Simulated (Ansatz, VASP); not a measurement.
## SiC16: VASP beside Ansatz

File INCAR:

```
SYSTEM = SiC16
PREC = Accurate
ENCUT = 520
EDIFF = 1E-7
ISMEAR = 0
SIGMA = 0.05
LREAL = Auto
LASPH = .True.
NELM = 150
ALGO = Normal
ISIF = 2
LWAVE = .False.
LCHARG = .True.
ISPIN = 2
MAGMOM = 0 0 0 0 0 0 0 0 0 0 0 0 0 0 0 0 2
LORBIT = 11
LDIPOL = .True.
IDIPOL = 3
DIPOL = 0.5 0.5 0.310
GGA = PE
IVDW = 12
LELF = .True.
LVHAR = .True.
LVACPOTAV = .True.
NBANDS = 52
```

The input KPOINTS:

```
Automatic mesh
0
Gamma
  6 6 1
  0 0 0
```

Contents of POSCAR:

```
SiC16
1.0
    4.9298676323      0.0000000000      0.0000000000
    0.0000000000      4.4224271195      0.0000000000
    0.0000000000      0.0000000000     22.6937497910
C Si
16 1
Direct
    0.2500000000      0.4155274488      0.1762599851
    0.7500000000      0.4155274488      0.1762599851
    0.0000000000      0.5195584910      0.2001803947
    0.5000000000      0.5195584910      0.2001803947
    0.0000000000      0.7272227621      0.2480852155
    0.5000000000      0.7272227621      0.2480852155
    0.2500000000      0.8312538043      0.2720056251
    0.7500000000      0.8312538043      0.2720056251
    0.2500000000      0.0442051686      0.3198734326
    0.7500000000      0.0442051686      0.3198734326
    0.0000000000      0.1500808487      0.3425973485
    0.5000000000      0.1500808487      0.3425973485
    0.0000000000      0.3779776253      0.3900566375
    0.5000000000      0.3779776253      0.3900566375
    0.2500000000      0.4764186278      0.4095290499
    0.7500000000      0.4764186278      0.4095290499
    0.5000000000      1.2264186278      0.5593500373
```

Input for Ansatz:

```yaml
crystal:
  lattice:
    - [4.9298676323, 0.0, 0.0]
    - [0.0, 4.4224271195, 0.0]
    - [0.0, 0.0, 22.693749791]
  atoms:
    - { symbol: C, position: [0.25, 0.4155274488, 0.1762599851] }
    - { symbol: C, position: [0.75, 0.4155274488, 0.1762599851] }
    - { symbol: C, position: [0.0, 0.519558491, 0.2001803947] }
    - { symbol: C, position: [0.5, 0.519558491, 0.2001803947] }
    - { symbol: C, position: [0.0, 0.7272227621, 0.2480852155] }
    - { symbol: C, position: [0.5, 0.7272227621, 0.2480852155] }
    - { symbol: C, position: [0.25, 0.8312538043, 0.2720056251] }
    - { symbol: C, position: [0.75, 0.8312538043, 0.2720056251] }
    - { symbol: C, position: [0.25, 0.0442051686, 0.3198734326] }
    - { symbol: C, position: [0.75, 0.0442051686, 0.3198734326] }
    - { symbol: C, position: [0.0, 0.1500808487, 0.3425973485] }
    - { symbol: C, position: [0.5, 0.1500808487, 0.3425973485] }
    - { symbol: C, position: [0.0, 0.3779776253, 0.3900566375] }
    - { symbol: C, position: [0.5, 0.3779776253, 0.3900566375] }
    - { symbol: C, position: [0.25, 0.4764186278, 0.4095290499] }
    - { symbol: C, position: [0.75, 0.4764186278, 0.4095290499] }
    - { symbol: Si, position: [0.5, 1.2264186278, 0.5593500373], spin: 2.0 }
basis:
  ecutwfc: 420
kpoints:
  mp_grid: { grid: [6, 6, 1] }
hamiltonian:
  xc: pbe
  pseudopotentials: { kind: paw, azcp: { folder: soft_1 } }
  dispersion: d3bj
scf:
  occupations: { method: gaussian, width: 0.05 }
output:
  forces: true
  eigenvalues: true
  populations: true
magnetization:
  spin_polarized: true
efield:
  axis: 3
  dipole_correction: true
  ramp_width: 0.04
```

Alike in both runs: task single point; functional PBE; dispersion D3(BJ); k mesh 6 × 6 × 1; occupations gaussian, width 0.05 eV; collinear spin.

```csv
,VASP,Ansatz
version,VASP 6.6.1,Ansatz 0.2.0
potentials or method,"VASP PAW PBE potentials, release 64 (C, Si), cutoff 520 eV","scalar-relativistic, plane waves, PAW"
valence electrons in the cell,68,68
```

Ansatz gave:

* gap on the k mesh at the Fermi level (eV): none
* rms of the force components (eV/Å): 0.891
* net moment per atom (μB): 0.12
* size of the moment on the site where the two differ most (μB): 1.31
* work function, face that differs most (eV): 5.17

Problem. Which values does VASP return?

Solution. gap on the k mesh at the Fermi level (eV): none; rms of the force components (eV/Å): 0.893; net moment per atom (μB): 0.04; size of the moment on the site where the two differ most (μB): 0.46; work function, face that differs most (eV): 4.91.

Site moments also hang on the region over which each program counts them. Atom by atom the forces differ by 0.098 eV/Å (rms over components). A gap of «none» marks a metal or a gap that the smearing closes.
